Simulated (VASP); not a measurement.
# Cu: single point with PBE

Cu:

```
CELL_PARAMETERS angstrom
2.49814 0.00000 0.00000
-1.24907 2.16345 0.00000
0.00000 0.00000 4.42435
ATOMIC_POSITIONS crystal
Cu 0.33333 0.66667 0.25000
Cu 0.66667 0.33333 0.75000
```

This cell differs from its parent crystal: strained.

```yaml
Program: VASP 6.6.1
Task: single point
Functional: PBE
Potentials_or_basis: VASP PAW PBE potentials, release 64 (Cu)
Cutoff: 520 eV
k_mesh: 18 × 18 × 10
Occupations: gaussian, width 0.1 eV
Spin: no spin polarisation
```

The pressure is 2.3 GPa and the band gap on the k mesh is zero (bands 11 and 12 overlap by 6.38 eV).

Stress tensor (GPa, compression positive):
```
 6.52  0.00  0.00
 0.00  6.52  0.00
 0.00  0.00 -6.16
```

Levels at points of the mesh, in eV from the Fermi level:
```tsv
k point	band 7	band 8	band 9	band 10	band 11	band 12	band 13	band 14	band 15	band 16
(0.00, 0.00, 0.00)	-2.81	-2.26	-2.26	-1.72	-1.72	-1.63	2.64	20.81	22.36	23.38
(0.50, 0.00, 0.00)	-2.76	-1.68	-1.51	-1.45	0.17	1.81	7.43	7.47	10.24	10.29
(0.00, 0.00, 0.50)	-2.95	-2.95	-1.92	-1.92	-1.92	-1.92	10.36	10.36	23.01	23.01
(0.50, 0.00, 0.50)	-1.88	-1.88	-1.48	-1.48	0.60	0.60	5.01	5.01	15.94	15.94
```

Run time: 120 s on 1 thread of Intel Xeon 8259CL, on a shared host, peak memory 0.2 GiB.

Caveat: the cell differs from its parent crystal (strained).
